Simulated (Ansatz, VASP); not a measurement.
**One calculation of Hf, two programs**

File INCAR:

```
PREC = Accurate
ENCUT = 520
EDIFF = 1E-7
ISMEAR = 0
SIGMA = 0.15
LREAL = False
LASPH = True
NELM = 100
ALGO = Fast
ISIF = 2
LWAVE = False
LCHARG = True
GGA = PS
LELF = True
LVHAR = True
NBANDS = 11
```

File KPOINTS:

```
regular mesh
0
Gamma
  20 20 20
```

The input POSCAR:

```
Hf
1.0
   -1.7485563976      1.7485563976      1.9234120374
    1.7485563976     -1.7485563976      1.9234120374
    1.7485563976      1.7485563976     -1.9234120374
Hf
1
Direct
    0.0000000000      0.0000000000      0.0000000000
```

Input for Ansatz:

```yaml
crystal:
  lattice:
    - [-1.7485563976, 1.7485563976, 1.9234120374]
    - [1.7485563976, -1.7485563976, 1.9234120374]
    - [1.7485563976, 1.7485563976, -1.9234120374]
  atoms:
    - { symbol: Hf, position: [0.0, 0.0, 0.0] }
basis:
  ecutwfc: 420
kpoints:
  mp_grid: { grid: [20, 20, 20] }
hamiltonian:
  xc: pbesol
scf:
  occupations: { method: gaussian, width: 0.15 }
output:
  forces: true
  stress: true
  eigenvalues: true
```

Alike in both runs: task single point; functional PBEsol; k mesh 20 × 20 × 20; occupations gaussian, width 0.15 eV; no spin polarisation.

|  | VASP | Ansatz |
| --- | --- | --- |
| version | VASP 6.6.1 | Ansatz 0.2.0 |
| potentials or method | VASP PAW PBE potentials, release 64 (Hf_pv), cutoff 520 eV | scalar-relativistic, plane waves, PAW |
| valence electrons in the cell | 10 | 26 |

VASP gave:

* gap on the k mesh at the Fermi level (eV): none
* pressure (GPa): -9.0
* traceless stress, the component that is largest in VASP (GPa): 2.57

Q: Estimate Ansatz's values.

A: gap on the k mesh at the Fermi level (eV): none; pressure (GPa): -8.7; traceless stress, the component that is largest in VASP (GPa): 2.51.

VASP's potentials were made for PBE, not for PBEsol. A gap of «none» marks a metal or a gap that the smearing closes. VASP's potentials hold 10 valence electrons a cell and Ansatz's 26, so a difference there can come from the potentials and not from the codes.

Spin-orbit coupling is off throughout.
